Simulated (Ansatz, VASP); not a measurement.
**Ir: VASP beside Ansatz**

```
Ir
1.0
     2.53127    0.00000    0.00000
    -1.26563    2.19214    0.00000
     0.00000    0.00000    4.46229
Ir
2
Direct
  0.66667 0.33333 0.75000
  0.33333 0.66667 0.25000
```

Change from the starting cell: strain -0.080 along x and y, +0.000 along z, atoms carried along.

Alike in both runs: task single point; functional PBE; k mesh 18 × 18 × 12; occupations gaussian, width 0.15 eV; no spin polarisation.

```csv
,VASP,Ansatz
version,VASP 6.6.1,Ansatz 0.2.0
potentials or method,"VASP PAW PBE potentials, release 64 (Ir), cutoff 520 eV","scalar-relativistic, plane waves, PAW"
valence electrons in the cell,18,34
```

```csv
,VASP,Ansatz,Ansatz less VASP
gap on the k mesh at the Fermi level (eV),none,none,-
pressure (GPa),90.0,88.1,-1.87
"traceless stress, the component that is largest in VASP (GPa)",-39.21,-39.14,+0.073
```

A gap of «none» marks a metal or a gap that the smearing closes. Both programs put the cell under a high pressure, so it lies far from rest at this level. VASP's potentials hold 18 valence electrons a cell and Ansatz's 34, so a difference there can come from the potentials and not from the codes.

Neither program's run includes spin-orbit coupling. Noted on VASP's run: the cell as given lies far from equilibrium.
